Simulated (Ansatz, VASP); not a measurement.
SnTe in VASP and in Ansatz

The input INCAR:

```
SYSTEM = SnTe
PREC     = Accurate       ! precision mode
ENCUT    = 520            ! plane-wave cutoff, eV
EDIFF    = 1E-6           ! SCF threshold, eV
ISMEAR   = -1             ! smearing method
SIGMA    = 0.08           ! smearing width, eV
LREAL    = .False.        ! projectors in reciprocal space
LASPH    = .True.         ! aspherical terms in the spheres
NELM     = 80             ! most SCF steps
ALGO     = Normal         ! electronic algorithm
ISIF     = 2              ! what is computed and relaxed
LWAVE    = .False.        ! write WAVECAR
LCHARG   = .False.        ! write CHGCAR
NBANDS   = 17             ! bands
```

The input KPOINTS:

```
regular mesh
0
Gamma
  11 11 11
  0 0 0
```

Contents of POSCAR:

```
SnTe
1.0
    0.0000000000      3.1565000000      3.1249350000
    3.1565000000      0.0000000000      3.1249350000
    3.1565000000      3.1565000000      0.0000000000
Sn Te
1 1
Direct
    0.0000000000      0.0000000000      0.0000000000
    0.5000000000      0.5000000000      0.5000000000
```

Input for Ansatz:

```yaml
crystal:
  lattice:
    - [0.0, 3.1565, 3.124935]
    - [3.1565, 0.0, 3.124935]
    - [3.1565, 3.1565, 0.0]
  atoms:
    - { symbol: Sn, position: [0.0, 0.0, 0.0] }
    - { symbol: Te, position: [0.5, 0.5, 0.5] }
kpoints:
  mp_grid: { grid: [11, 11, 11] }
  band_path:
    path:
      - [0.0, 0.0, 0.0]
      - [0.0, 0.5, 0.5]
      - [0.25, 0.75, 0.5]
      - [0.0, 0.5, 0.0]
      - [0.0, 0.0, 0.0]
      - [0.5, 0.5, 0.0]
      - [0.3775380063, 0.6224619937, 0.0]
      - [-0.3775380063, 0.3775380063, 0.0]
      - [0.0, 0.0, 0.0]
    npoints: 5
scf:
  occupations: { method: fermi_dirac, width: 0.08 }
hamiltonian:
  xc: lda
  pseudopotentials: { kind: all_electron, lapw: { basis_error: 0.00025 } }
output:
  forces: true
  stress: true
  eigenvalues: true
```

Change from the starting cell: zz strain of -1 %.

Alike in both runs: task single point; functional LDA; k mesh 11 × 11 × 11; occupations fermi-dirac, width 0.08 eV; no spin polarisation.

|  | VASP | Ansatz |
| --- | --- | --- |
| version | VASP 6.6.1 | Ansatz 0.2.0 |
| potentials or method | VASP PAW LDA potentials, release 64 (Sn_d, Te), cutoff 520 eV | all-electron LAPW, scalar-relativistic |

|  | VASP | Ansatz | Ansatz less VASP |
| --- | --- | --- | --- |
| pressure (GPa) | -1.2 | -1.3 | -0.02 |
| traceless stress, the component that is largest in VASP (GPa) | 0.88 | 0.87 | -0.006 |

LDA's correlation is that of Perdew and Zunger in VASP and of Perdew and Wang (1992) in Ansatz. Ansatz ran all-electron here, and VASP with PAW potentials.

Neither program's run includes spin-orbit coupling.
